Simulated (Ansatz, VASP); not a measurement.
**Ti8H: VASP beside Ansatz**

```
CELL_PARAMETERS angstrom
-3.32339 3.21240 3.32339
3.32520 -3.21240 3.32520
3.32339 3.21240 -3.32339
ATOMIC_POSITIONS crystal
Ti 0.97871 0.02437 0.99049
Ti 0.04566 0.02437 0.53387
Ti 0.99980 0.53331 0.97926
Ti 0.97883 0.50105 0.46705
Ti 0.45866 0.99211 0.97920
Ti 0.53345 0.99211 0.51291
Ti 0.53351 0.53331 0.05405
Ti 0.52221 0.50105 0.53400
H 0.13135 0.26271 0.38135
```

Alike in both runs: functional PBE; k mesh 6 × 6 × 6; occupations gaussian, width 0.1 eV; no spin polarisation.

Ansatz relaxed the structure, and its values are those at the end. VASP's run is a single point on that final structure, the one shown.

```csv
,VASP,Ansatz
version,VASP 6.6.1,Ansatz 0.2.0
potentials or method,"VASP PAW PBE potentials, release 64 (Ti_sv, H), cutoff 520 eV","scalar-relativistic, plane waves, PAW"
valence electrons in the cell,97,97
```

VASP gave:

| Quantity | Value |
| --- | --- |
| gap on the k mesh at the Fermi level (eV) | none |
| pressure (GPa) | -0.2 |
| rms of the force components (eV/Å) | 0.006 |

Task: Estimate Ansatz's values.

Result: gap on the k mesh at the Fermi level (eV): none; pressure (GPa): 0.0; rms of the force components (eV/Å): 0.003.

A gap of «none» marks a metal or a gap that the smearing closes. The functional is the same, so the differences come from potentials, cutoffs and numerics.
